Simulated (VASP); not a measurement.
Set up this calculation in VASP 6.6.1, as the native input.

* Task: single point
* Functional: PBEsol
* Potentials or basis: VASP PAW PBE potentials, release 64 (Co, Ti_sv)
* Cutoff: 520 eV
* k mesh: 9 × 9 × 9
* Occupations: fermi-dirac, width 0.05 eV
* Spin: collinear spin, ferromagnetic start
* Starting moments: [2.0, 1.0] μB
* Dipole correction: no
* Further INCAR settings: ALGO = Normal; EDIFF = 1e-07; NBANDS = 22

The structure of TiCo lies in POSCAR:

```
TiCo
1.0
    2.9134159132      0.0000000000      0.0000000000
    0.0000000000      2.9134159132      0.0000000000
    0.0000000000      0.0000000000      2.9134159132
Co Ti
1 1
Direct
    0.5000000000      0.5000000000      0.5000000000
    0.0000000000      0.0000000000      0.0000000000
```

The input as run:

INCAR

```
SYSTEM = TiCo
PREC = Accurate ; ENCUT = 520
EDIFF = 1E-7 ; ISMEAR = -1
SIGMA = 0.05 ; LREAL = .False.
LASPH = .True. ; NELM = 150
ALGO = Normal ; ISIF = 2
LWAVE = .False. ; LCHARG = .True.
ISPIN = 2 ; MAGMOM = 2 1
LORBIT = 11 ; LMAXMIX = 4
GGA = PS ; LELF = .True.
LVHAR = .True. ; NBANDS = 22
```

KPOINTS

```
regular mesh
0
Gamma
  9 9 9
  0 0 0
```

Potentials or basis: VASP PAW PBE potentials, release 64 (Co, Ti_sv).

Launch:

```bash
$ cat potpaw_PBE.64/Co/POTCAR potpaw_PBE.64/Ti_sv/POTCAR > POTCAR
$ mpirun -np 1 vasp_std > vasp.out
```

It gave:

| Quantity | Value |
| --- | --- |
| Pressure | 4.4 GPa |
| Net moment | 0.54 μB per cell |
| Site moments | Co +0.57; Ti -0.01 μB |
| Valence electrons inside the program's atomic spheres | Co 8.43; Ti 10.40 |

Caveat: the PAW data sets were made with another functional, which shifts forces and pressure a little.

It took 29 s on 1 thread of AMD EPYC 9R45 96-Core Processor (Zen 5) (shared host), peak memory 0.14 GiB.
